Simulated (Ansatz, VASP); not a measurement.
## TaTe: VASP beside Ansatz

The input INCAR:

```
ALGO = Normal ; EDIFF = 1E-6
ENCUT = 520 ; GGA = PS
ISIF = 2 ; ISMEAR = 0
ISPIN = 2 ; LASPH = True
LCHARG = False ; LMAXMIX = 4
LORBIT = 11 ; LREAL = False
LWAVE = False ; MAGMOM = 1.3 0
NBANDS = 20 ; NELM = 150
PREC = Accurate ; SIGMA = 0.05
```

Contents of KPOINTS:

```
k-points
0
Gamma
  8 8 8
```

File POSCAR:

```
TaTe
1.0
    0.0000000000      3.1578693666      3.1578693666
    3.1578693666      0.0000000000      3.1578693666
    3.1578693666      3.1578693666      0.0000000000
Ta Te
1 1
Direct
    0.0000000000      0.0000000000      0.0000000000
    0.2500000000      0.2500000000      0.2500000000
```

Input for Ansatz:

```yaml
crystal:
  lattice:
    - [0.0, 3.1578693666, 3.1578693666]
    - [3.1578693666, 0.0, 3.1578693666]
    - [3.1578693666, 3.1578693666, 0.0]
  atoms:
    - { symbol: Ta, position: [0.0, 0.0, 0.0], spin: 1.3 }
    - { symbol: Te, position: [0.25, 0.25, 0.25] }
basis:
  ecutwfc: 420
  ecutrho_ratio: 4
kpoints:
  mp_grid: { grid: [8, 8, 8] }
hamiltonian:
  xc: pbesol
scf:
  occupations: { method: gaussian, width: 0.05 }
output:
  forces: true
  stress: true
  eigenvalues: true
  populations: true
magnetization:
  spin_polarized: true
```

Alike in both runs: task single point; functional PBEsol; k mesh 8 × 8 × 8; occupations gaussian, width 0.05 eV; collinear spin.

```csv
,VASP,Ansatz
version,VASP 6.6.1,Ansatz 0.2.0
potentials or method,"VASP PAW PBE potentials, release 64 (Ta_pv, Te), cutoff 520 eV","scalar-relativistic, plane waves, PAW"
valence electrons in the cell,17,29
```

```tsv
	VASP	Ansatz	Ansatz less VASP
gap on the k mesh at the Fermi level (eV)	none	none	-
pressure (GPa)	-2.8	-2.9	-0.09
net moment per atom (μB)	0.99	0.99	0.000
size of the moment on the site where the two differ most (μB)	1.34	1.20	-0.141
```

VASP's potentials were made for PBE, not for PBEsol. Site moments also hang on the region over which each program counts them. A gap of «none» marks a metal or a gap that the smearing closes. With one functional, cell and mesh, what is left measures potentials, basis and numerics. VASP's potentials hold 17 valence electrons a cell and Ansatz's 29, so a difference there can come from the potentials and not from the codes.

Spin-orbit coupling is off throughout.
